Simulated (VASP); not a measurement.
# MgO (Ama2) in VASP: a series of runs, part 2 of 2

VASP 6.6.1.

### Step 5. Single point, PBE (mode 8 frozen in at -0.045 Å, strain +e along z and -e/2 along x and y +0.0000)

File INCAR:

```
PREC = Accurate
ENCUT = 520
EDIFF = 1E-7
ISMEAR = 0
SIGMA = 0.05
LREAL = F
LASPH = T
NELM = 100
ALGO = Normal
ISIF = 2
LWAVE = F
LCHARG = T
GGA = PE
LELF = T
LVHAR = T
NBANDS = 16
```

File KPOINTS:

```
regular mesh
0
Gamma
  9 9 6
```

File POSCAR:

```
MgO
1.0
    3.5213164919      0.0000000000      0.0000000000
   -1.7606582460      3.0495495368      0.0000000000
    0.0000000000      0.0000000000      4.2393824272
Mg O
2 2
Direct
    0.6750787713      0.3333333333      0.7500000000
    0.3417454380      0.6666666667      0.2500000000
    0.6538873553      0.3333333333      0.2500000000
    0.3205540219      0.6666666667      0.7500000000
```

Potentials or basis: VASP PAW PBE potentials, release 64 (Mg, O).

On the command line:

```console
cat potpaw_PBE.64/Mg/POTCAR potpaw_PBE.64/O/POTCAR > POTCAR
mpirun -np 1 vasp_std > vasp.out
```

OUTCAR:

```text
PREC = Accurate
   ENCUT = 520
   EDIFF = 1E-7
   ISMEAR = 0
   LREAL = F
   LASPH = T
   NELM = 100
   ISIF = 2
   GGA = PE

 ion  position               nearest neighbor table
   1  0.675  0.333  0.750-   4 1.97   4 2.03   4 2.10   3 2.12   3 2.12   2 2.94   2 2.94   2 2.94
                             2 2.94   2 2.94   2 2.94
   2  0.342  0.667  0.250-   3 1.97   3 2.03   3 2.10   4 2.12   4 2.12   1 2.94   1 2.94   1 2.94
                             1 2.94   1 2.94   1 2.94
   3  0.654  0.333  0.250-   2 1.97   2 2.03   2 2.10   1 2.12   1 2.12
   4  0.321  0.667  0.750-   1 1.97   1 2.03   1 2.10   2 2.12   2 2.12

  LATTYP: Found a hexagonal cell.
 ALAT       =     3.5213164919
 C/A-ratio  =     1.2039197377

  Lattice vectors:

 A1 = (   3.5213164919,   0.0000000000,   0.0000000000)
 A2 = (  -1.7606582460,   3.0495495368,   0.0000000000)
 A3 = (   0.0000000000,   0.0000000000,   4.2393824272)

Analysis of symmetry for initial positions (statically):
=====================================================================
 Subroutine PRICEL returns:
 Original cell was already a primitive cell.

 Routine SETGRP: Setting up the symmetry group for a
 hexagonal supercell.
[... 170 lines left out ...]
  free energy    TOTEN  =       -23.62955910 eV

  energy without entropy =      -23.62955910  energy(sigma->0) =      -23.62955910

 E-fermi :   2.0302     XC(G=0):  -9.9228

 val. band max:        1.7878775913   @ k =   0.0000   0.0000   0.0000
 cond. band min:       5.0406129546   @ k =   0.0000   0.0000   0.0000
 fundamental gap:      3.2527353633
 Fermi energy:         2.0301734214

 k-point     1 :       0.0000    0.0000    0.0000
  band No.  band energies     occupation
      1     -15.0034      2.00000
      2     -13.6995      2.00000
      3      -1.7423      2.00000
      4       0.1153      2.00000
      5       0.1198      2.00000
      6       1.0212      2.00000
[... 433 lines left out ...]
      3      -1.6509      2.00000
      4      -0.5183      2.00000
      5      -0.3479      2.00000
      6      -0.1342      2.00000
[... 8 lines left out ...]
     15      15.8970      0.00000
     16      16.4463      0.00000

 [... further k-points ...]
[... 5 lines left out ...]
  --------------------------------------------------------------------------------------
  -------------------------------------------------------------------------------------
  Total        0.1334683     -0.0240613     -0.2171722      0.0000000      0.0000000      0.0000000
  in kB        4.6972689     -0.8468102     -7.6431349      0.0000000      0.0000000      0.0000000
  external PRESSURE =      -1.2642254 kB  Pullay stress =       0.0000000 kB

 VOLUME and BASIS-vectors are now :
 -----------------------------------------------------------------------------
  energy-cutoff  :      520.00
  volume of cell :       45.52
      direct lattice vectors                 reciprocal lattice vectors
     3.521316492  0.000000000  0.000000000     0.283984698  0.163958642  0.000000000
    -1.760658246  3.049549537  0.000000000     0.000000000  0.327917283  0.000000000
     0.000000000  0.000000000  4.239382427     0.000000000  0.000000000  0.235883414

 POSITION                                       TOTAL-FORCE (eV/Angst)
 -----------------------------------------------------------------------------------
      1.79028      1.01652      3.17954        -0.616076     -0.076412      0.000000
      0.02962      2.03303      1.05985        -0.616076      0.076412      0.000000
      1.71566      1.01652      1.05985         0.616076     -0.077715      0.000000
     -0.04500      2.03303      3.17954         0.616076      0.077715     -0.000000
 -----------------------------------------------------------------------------------
    total drift:                                0.000517      0.000000     -0.000000

  FREE ENERGIE OF THE ION-ELECTRON SYSTEM (eV)
  ---------------------------------------------------
  free  energy   TOTEN  =       -23.6295591030 eV

  energy  without entropy=      -23.6295591030  energy(sigma->0) =      -23.62955910
```

stdout:

```text
POSCAR found type information on POSCAR MgO
 POSCAR found :  2 types and       4 ions
 scaLAPACK will be used
 LDA part: xc-table for (Slater+PW92), standard interpolation
 POSCAR, INCAR and KPOINTS ok, starting setup
 FFT: planning ... GRIDC
 FFT: planning ... GRID_SOFT
 FFT: planning ... GRID
 WAVECAR not read
 entering main loop
```

Run time: 1.7 min. Hardware: 1 thread of Intel Xeon 8259CL, shared host; peak memory 0.21 GiB.

What came out:

* Free energy: -23.6296 eV
* Pressure: -0.1 GPa
* Largest force: 0.621 eV/Å
* Band gap on the k mesh: 3.25 eV, direct

Forces on the atoms (eV/Å):
```
Mg  -0.616 -0.076  0.000
Mg  -0.616  0.076  0.000
O    0.616 -0.078  0.000
O    0.616  0.078  0.000
```

Levels at points of the mesh, in eV from the valence-band top:
```
           k point  band 5  band 6  band 7  band 8  band 9  band 10  band 11  band 12
(0.00, 0.00, 0.00)   -1.67   -0.77   -0.77    0.00    3.25     9.17    11.93    12.33
(0.00, 0.00, 0.50)   -1.30   -1.30   -1.16   -1.16    6.27     6.27    12.64    12.64
```

Caveat: the cell differs from its parent crystal (mode 8 frozen in at -0.045 Å, strain +e along z and -e/2 along x and y +0.0000).

### Step 6. Single point, PBE (mode 8 frozen in at -0.015 Å, strain +e along z and -e/2 along x and y +0.0000)

File INCAR:

```
PREC = Accurate ; ENCUT = 520
EDIFF = 1E-7 ; ISMEAR = 0
SIGMA = 0.05 ; LREAL = False
LASPH = True ; NELM = 80
ALGO = Normal ; ISIF = 2
LWAVE = False ; LCHARG = False
GGA = PE ; NBANDS = 16
```

KPOINTS is that of step 5.

File POSCAR:

```
MgO
1.0
    3.5213164919      0.0000000000      0.0000000000
   -1.7606582460      3.0495495368      0.0000000000
    0.0000000000      0.0000000000      4.2393824272
Mg O
2 2
Direct
    0.6694707015      0.3333333333      0.7500000000
    0.3361373682      0.6666666667      0.2500000000
    0.6624068962      0.3333333333      0.2500000000
    0.3290735629      0.6666666667      0.7500000000
```

Potentials or basis: VASP PAW PBE potentials, release 64 (Mg, O).

On the command line:

```console
cat potpaw_PBE.64/Mg/POTCAR potpaw_PBE.64/O/POTCAR > POTCAR
mpirun -np 1 vasp_std > vasp.out
```

Wall time 1.7 min (1 thread of Intel Xeon 8259CL, shared host); peak memory 0.21 GiB.

It converged, with:

```yaml
Free_energy: -23.6701 eV
Pressure: -0.5 GPa
Largest_force: 0.203 eV/Å
Band_gap_on_the_k_mesh: 3.26 eV, direct
```

Forces in eV/Å, atoms in the order of the input:
```
Mg  -0.202 -0.008  0.000
Mg  -0.202  0.008  0.000
O    0.202 -0.008  0.000
O    0.202  0.008  0.000
```

Stress tensor (GPa, compression positive):
```
-0.42  0.00  0.00
 0.00 -0.48  0.00
 0.00  0.00 -0.70
```

Levels at points of the mesh, in eV from the valence-band top:
```tsv
k point	band 5	band 6	band 7	band 8	band 9	band 10	band 11	band 12
(0.00, 0.00, 0.00)	-1.67	-0.77	-0.77	0.00	3.26	9.18	11.94	12.33
(0.00, 0.00, 0.50)	-1.26	-1.26	-1.21	-1.21	6.27	6.27	12.68	12.68
```

Caveat: the cell differs from its parent crystal (mode 8 frozen in at -0.015 Å, strain +e along z and -e/2 along x and y +0.0000).

### Step 7. Overview

| cell | gap on the mesh (eV) | pressure (GPa) | largest force (eV/Å) |
| --- | --- | --- | --- |
| a = 3.604, b = 3.604, c = 4.041 Å, angles 90.0, 90.0, 120.0°, 4 atoms | 3.37 | 1.3 | 0.15 |
| a = 3.439, b = 3.439, c = 4.437 Å, angles 90.0, 90.0, 120.0°, 4 atoms | 3.18 | 0.6 | 0.26 |
| a = 3.521, b = 3.521, c = 4.239 Å, angles 90.0, 90.0, 120.0°, 4 atoms | 3.26 | -0.5 | 0.20 |

Some of these runs hold the atoms at other places in the same cell, which the table doesn't show; runs alike in all that it shows share one row.

Alike in all rows: task single point; level PBE; potentials or basis VASP PAW PBE potentials, release 64 (Mg, O); no spin polarisation; k mesh 9 × 9 × 6; cutoff (eV) 520; smearing gaussian 0.05 eV.

Absolute energies hang on the potentials; compare differences alone.
